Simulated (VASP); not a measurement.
A run of VASP 6.6.1 is set up as follows.

The input INCAR:

```
SYSTEM = Ir
  PREC = Accurate
  ENCUT = 520
  EDIFF = 1E-6
  ISMEAR = -1
  SIGMA = 0.1
  LREAL = .False.
  LASPH = .True.
  NELM = 60
  ALGO = Normal
  ISIF = 2
  LWAVE = .False.
  LCHARG = .False.
  GGA = RE
  NBANDS = 20
```

KPOINTS

```
Automatic mesh
0
Gamma
  11 11 15
  0 0 0
```

POSCAR

```
Ir
1.0
    4.5060469879      0.0000000000      0.0000000000
   -2.2530234939      3.9023511622      0.0000000000
    0.0000000000      0.0000000000      2.7838183818
Ir
3
Direct
    0.0000000000      1.0000000000      0.0000000000
    0.3333333333      0.6666666667      0.5000000000
    0.6666666667      0.3333333333      0.5000000000
```

Potentials or basis: VASP PAW PBE potentials, release 64 (Ir).

Command:

```bash
$ cat potpaw_PBE.64/Ir/POTCAR > POTCAR
$ mpirun -np 1 vasp_std > vasp.out
```

(1) Predict the pressure.

## Answers

(1) -19.3 GPa.

Caveat: the PAW data sets were made with another functional, which shifts forces and pressure a little.
